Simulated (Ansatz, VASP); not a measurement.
# Mg4CdS3 in VASP and in Ansatz

The input INCAR:

```
ALGO = Normal
EDIFF = 1E-7
EDIFFG = -0.08
ENCUT = 600
GGA = PE
GGA_COMPAT = False
IBRION = 2
ISIF = 3
ISMEAR = 0
LASPH = True
LCHARG = False
LREAL = False
LWAVE = False
NELM = 120
NELMIN = 4
NSW = 36
PREC = Accurate
SIGMA = 0.2
```

Contents of KPOINTS:

```
k-points
0
Gamma
  3 3 3
```

POSCAR

```
Mg4CdS3
1.0
    5.5274784900      0.0000000000      0.0000000000
    0.0000000000      5.5274784900      0.0000000000
    0.0000000000      0.0000000000      5.5274784900
Mg Cd S
4 1 3
Direct
    0.0000000000      0.5000000000      0.5000000000
    0.5000000000      0.0000000000      0.5000000000
    0.5000000000      0.5000000000      0.0000000000
    0.0000000000      0.0000000000      0.0000000000
    0.5000000000      0.5000000000      0.5000000000
    0.5000000000      0.0000000000      0.0000000000
    0.0000000000      0.5000000000      0.0000000000
    0.0000000000      0.0000000000      0.5000000000
```

Input for Ansatz:

```yaml
crystal:
  lattice:
    - [5.52747849, 0.0, 0.0]
    - [0.0, 5.52747849, 0.0]
    - [0.0, 0.0, 5.52747849]
  atoms:
    - { symbol: Mg, position: [0.0, 0.5, 0.5] }
    - { symbol: Mg, position: [0.5, 0.0, 0.5] }
    - { symbol: Mg, position: [0.5, 0.5, 0.0] }
    - { symbol: Mg, position: [0.0, 0.0, 0.0] }
    - { symbol: Cd, position: [0.5, 0.5, 0.5] }
    - { symbol: S, position: [0.5, 0.0, 0.0] }
    - { symbol: S, position: [0.0, 0.5, 0.0] }
    - { symbol: S, position: [0.0, 0.0, 0.5] }
basis:
  ecutwfc: 420
kpoints:
  mp_grid: { grid: [3, 3, 3] }
hamiltonian:
  xc: pbe
scf:
  occupations: { method: gaussian, width: 0.2 }
  lower_state_search: "off"
output:
  forces: true
  stress: true
  eigenvalues: true
relax:
  adjacent_minimum: "off"
  f_tol: 0.08
  max_steps: 16
  cell: { stress_tol: 0.8 }
```

Alike in both runs: task relaxation of cell and atoms; functional PBE; k mesh 3 × 3 × 3; occupations gaussian, width 0.2 eV; no spin polarisation.

```csv
,VASP,Ansatz
version,VASP 6.6.1,Ansatz 0.2.0
potentials or method,"VASP PAW PBE potentials, release 64 (Mg, Cd, S), cutoff 600 eV","scalar-relativistic, plane waves, PAW"
valence electrons in the cell,38,78
```

Ansatz gave:

```
gap on the k mesh at the Fermi level, each at its own relaxed structure (eV) : none
relaxed volume (Å³/atom)                                                     : 19.81
relaxed cell length with the largest relative difference (Å)                 : 5.412
```

Task: What did VASP give for the same quantities?

Result: gap on the k mesh at the Fermi level, each at its own relaxed structure (eV): none; relaxed volume (Å³/atom): 20.06; relaxed cell length with the largest relative difference (Å): 5.434.

A gap of «none» marks a metal or a gap that the smearing closes. VASP's potentials hold 38 valence electrons a cell and Ansatz's 78, so a difference there can come from the potentials and not from the codes.

The k mesh is coarse, so the values compare programs but aren't converged.
